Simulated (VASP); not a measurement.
A run of VASP 6.6.1:

File INCAR:

```
  PREC = Accurate
  ENCUT = 520
  EDIFF = 1E-6
  ISMEAR = -1
  SIGMA = 0.05
  LREAL = F
  LASPH = T
  NELM = 80
  ALGO = Normal
  ISIF = 2
  LWAVE = F
  LCHARG = F
  NBANDS = 44
```

The input KPOINTS:

```
Automatic mesh
0
Gamma
  6 6 6
```

POSCAR

```
SiO2
1.0
   -4.4720405200      4.4720405200      2.6117703500
    4.4720405200     -4.4720405200      2.6117703500
    4.4720405200      4.4720405200     -2.6117703500
Si O
4 8
Direct
    0.8231114200      0.8231114200      0.6462228400
    0.1768885800      0.8231114200      0.0000000000
    0.8231114200      0.1768885800      0.0000000000
    0.1768885800      0.1768885800      0.3537771600
    0.0000000000      0.7914513400      0.7914513400
    0.2085486600      0.0000000000      0.2085486600
    0.7914513400      0.0000000000      0.7914513400
    0.0000000000      0.2085486600      0.2085486600
    0.0000000000      0.0000000000      0.5000000000
    0.5000000000      0.0000000000      0.0000000000
    0.0000000000      0.5000000000      0.0000000000
    0.5000000000      0.5000000000      0.5000000000
```

Potentials or basis: VASP PAW LDA potentials, release 64 (Si, O).

Command:

```bash
$ cat potpaw_LDA.64/Si/POTCAR potpaw_LDA.64/O/POTCAR > POTCAR
$ mpirun -np 1 vasp_std > vasp.out
```

Hardware: 1 thread of Intel Xeon 8259CL, on a shared host.

Q: How long does it take, and how much memory?

A: Run time: 11 min on 1 thread of Intel Xeon 8259CL, with other jobs on the host, peak memory 0.41 GiB. Counts: scf iterations 15, k points 30.
